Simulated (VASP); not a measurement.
CaIn6Pb, 8 atoms in the cell. Symmetry: Fm-3m, No. 225, cubic system. The conventional cell has a = 10.167 Å, b = 10.167 Å, c = 10.167 Å, α = 90.00°, β = 90.00°, γ = 90.00°. In (site symmetry 4mm) has 1 Ca at 2.54 Å and 1 Pb at 2.54 Å within 3.4 Å. Within 3.4 Å of Ca (site symmetry m-3m) lie 6 In at 2.54 Å. Pb (site symmetry m-3m) has 6 In at 2.54 Å within 3.4 Å. 

- Program: VASP 6.6.1
- Task: single point
- Functional: PBEsol
- Potentials or basis: VASP PAW PBE potentials, release 64 (In_d, Ca_sv, Pb_d)
- Cutoff: 520 eV
- k mesh: 5 × 5 × 5
- Occupations: tetrahedron
- Spin: no spin polarisation
- Dipole correction: no
- Further INCAR settings: ALGO = Normal; EDIFF = 1e-07; NBANDS = 61

Potentials or basis: VASP PAW PBE potentials, release 64 (In_d, Ca_sv, Pb_d).

The run is started by

```bash
$ cat potpaw_PBE.64/In_d/POTCAR potpaw_PBE.64/Ca_sv/POTCAR potpaw_PBE.64/Pb_d/POTCAR > POTCAR
$ mpirun -np 1 vasp_std > vasp.out
```

Hardware: 1 thread of Intel(R) Xeon(R) Platinum 8259CL CPU @ 2.50GHz (Skylake/Cascade Lake), on a shared host.

Question: How long does it take, and how much memory?

Answer: Run time: 5.8 min on 1 thread of Intel(R) Xeon(R) Platinum 8259CL CPU @ 2.50GHz (Skylake/Cascade Lake), on a shared host, peak memory 0.49 GiB. Counts: scf iterations 20, k points 10.
